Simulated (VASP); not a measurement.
# Fe (P6_3/mmc) in VASP: a series of runs, part 2 of 2

VASP 6.6.1. The steps go on from the part before.

## (3) Single point, PBEsol, collinear spin (10.67 Å³/atom)

Input file INCAR:

```
SYSTEM = Fe
PREC = Accurate ; ENCUT = 600
EDIFF = 1E-6 ; ISMEAR = -1
SIGMA = 0.05 ; LREAL = .FALSE.
LASPH = .TRUE. ; NELM = 200
ALGO = Normal ; ISIF = 2
LWAVE = .FALSE. ; LCHARG = .FALSE.
ISPIN = 2 ; MAGMOM = 0.012 0.012 -0.445 -0.445
LORBIT = 11 ; LMAXMIX = 4
GGA = PS ; NBANDS = 44
GGA_COMPAT = .FALSE.
```

Input file KPOINTS:

```
regular mesh
0
G
  17 17 5
  0 0 0
```

Input file POSCAR:

```
Fe
1.0
    2.4820002180      0.0000000000      0.0000000000
   -1.2410001090      2.1494752410      0.0000000000
    0.0000000000      0.0000000000      8.0009172504
Fe
4
Direct
    0.0000000000      0.0000000000      0.0000000000
    0.0000000000      1.0000000000      0.5000000000
    0.3333333333      0.6666666667      0.2500000000
    0.6666666667      0.3333333333      0.7500000000
```

Potentials or basis: VASP PAW PBE potentials, release 64 (Fe_sv).

Run with:

```
$ cat potpaw_PBE.64/Fe_sv/POTCAR > POTCAR
$ mpirun -np 1 vasp_std > vasp.out
```

OUTCAR:

```text
SYSTEM = Fe
   PREC = Accurate
   ENCUT = 600
   EDIFF = 1E-6
   ISMEAR = -1
   LREAL = .FALSE.
   LASPH = .TRUE.
   NELM = 200
   ISIF = 2
   ISPIN = 2
   LORBIT = 11
   GGA = PS

 ion  position               nearest neighbor table
   1  0.000  0.000  0.000-   3 2.46   4 2.46   4 2.46   3 2.46   4 2.46   3 2.46
   2  0.000  0.000  0.500-   3 2.46   4 2.46   4 2.46   3 2.46   4 2.46   3 2.46
   3  0.333  0.667  0.250-   1 2.46   2 2.46   1 2.46   2 2.46   1 2.46   2 2.46
   4  0.667  0.333  0.750-   1 2.46   2 2.46   1 2.46   2 2.46   1 2.46   2 2.46

  LATTYP: Found a hexagonal cell.
 ALAT       =     2.4820002180
 C/A-ratio  =     3.2235763689

  Lattice vectors:

 A1 = (   2.4820002180,   0.0000000000,   0.0000000000)
 A2 = (  -1.2410001090,   2.1494752410,   0.0000000000)
 A3 = (   0.0000000000,   0.0000000000,   8.0009172504)

Analysis of symmetry for initial positions (statically):
=====================================================================
 Subroutine PRICEL returns:
 Original cell was already a primitive cell.

 Routine SETGRP: Setting up the symmetry group for a
 hexagonal supercell.
[... 2463 lines left out ...]
  --------------------------------------------------------------------------------------
  -------------------------------------------------------------------------------------
  Total       -5.9643714     -5.9643714     -5.0462484     -0.0000000      0.0000000      0.0000000
  in kB     -223.8727435   -223.8727435   -189.4109864     -0.0000000      0.0000000      0.0000000
  external PRESSURE =    -212.3854912 kB  Pullay stress =       0.0000000 kB

 VOLUME and BASIS-vectors are now :
 -----------------------------------------------------------------------------
  energy-cutoff  :      600.00
  volume of cell :       42.68
      direct lattice vectors                 reciprocal lattice vectors
     2.482000218  0.000000000  0.000000000     0.402900851  0.232614915  0.000000000
    -1.241000109  2.149475241  0.000000000     0.000000000  0.465229830  0.000000000
     0.000000000  0.000000000  8.000917250     0.000000000  0.000000000  0.124985670

 POSITION                                       TOTAL-FORCE (eV/Angst)
 -----------------------------------------------------------------------------------
      0.00000      0.00000      0.00000         0.000000      0.000000      0.000000
      0.00000      0.00000      4.00046         0.000000      0.000000      0.000000
     -0.00000      1.43298      2.00023         0.000000      0.000000      0.000000
      1.24100      0.71649      6.00069        -0.000000      0.000000     -0.000000
 -----------------------------------------------------------------------------------
    total drift:                                0.000000     -0.000000      0.000000

  FREE ENERGIE OF THE ION-ELECTRON SYSTEM (eV)
  ---------------------------------------------------
  free  energy   TOTEN  =       -35.8272528420 eV

  energy  without entropy=      -35.7792554754  energy(sigma->0) =      -35.80325416

 total charge

# of ion       s       p       d       tot
------------------------------------------
    1        2.200   6.044   5.517  13.761
    2        2.200   6.044   5.517  13.761
    3        2.200   6.046   5.509  13.754
    4        2.200   6.046   5.509  13.754
--------------------------------------------------
tot          8.799  24.181  22.051  55.031

 magnetization (x)

# of ion       s       p       d       tot
------------------------------------------
    1        0.003   0.004   0.374   0.381
    2        0.003   0.004   0.374   0.381
    3       -0.002  -0.003  -1.055  -1.060
    4       -0.002  -0.003  -1.055  -1.060
--------------------------------------------------
tot          0.002   0.003  -1.363  -1.358
```

OSZICAR:

```text
N       E                     dE             d eps       ncg     rms          rms(c)
DAV:   1     0.159184469666E+04    0.15918E+04   -0.38262E+04 17456   0.265E+03
DAV:   2     0.102142897345E+03   -0.14897E+04   -0.14494E+04 17424   0.898E+02
DAV:   3    -0.366214669443E+02   -0.13876E+03   -0.13075E+03 18416   0.364E+02
[... 23 lines left out ...]
DAV:  27    -0.358272234632E+02   -0.24963E-03   -0.35501E-04 20920   0.193E-01    0.129E-01
DAV:  28    -0.358272059276E+02    0.17536E-04   -0.40048E-05 20232   0.855E-02    0.171E-01
DAV:  29    -0.358272333258E+02   -0.27398E-04   -0.88363E-06 18548   0.362E-02    0.111E-01
DAV:  30    -0.358272514172E+02   -0.18091E-04   -0.33689E-05 23580   0.600E-02    0.265E-02
DAV:  31    -0.358272522953E+02   -0.87813E-06   -0.10054E-05 17948   0.325E-02    0.134E-02
DAV:  32    -0.358272528420E+02   -0.54666E-06   -0.11945E-06  9600   0.174E-02
   1 F= -.35827253E+02 E0= -.35803254E+02  d E =-.479974E-01  mag=    -1.3699
```

stdout:

```text
POSCAR found type information on POSCAR Fe
 POSCAR found :  1 types and       4 ions
 scaLAPACK will be used
 -----------------------------------------------------------------------------
|                                                                             |
|                                                                             |
|     You enforced a specific xc type in the INCAR file but a different       |
|     I HOPE YOU KNOW WHAT YOU ARE DOING!                                     |
|                                                                             |
 -----------------------------------------------------------------------------

 LDA part: xc-table for (Slater+PW92), standard interpolation
 POSCAR, INCAR and KPOINTS ok, starting setup
 FFT: planning ... GRIDC
 FFT: planning ... GRID_SOFT
 FFT: planning ... GRID
 WAVECAR not read
 entering main loop
```

Run time: 6.3 min. Hardware: 1 thread of Intel Xeon 6975P-C (Granite Rapids), shared host; peak memory 0.39 GiB.

What came out:

```
Free energy                                           : -35.8273 eV
Pressure                                              : -21.2 GPa
Net moment                                            : -1.37 μB per cell
Site moments                                          : Fe +0.38, -1.06 (each value once) μB
Valence electrons inside the program's atomic spheres : Fe 13.76, 13.75 (each value once)
```

Caveat: the cell stands under tension; the PAW data sets were made with another functional, which shifts forces and pressure a little.
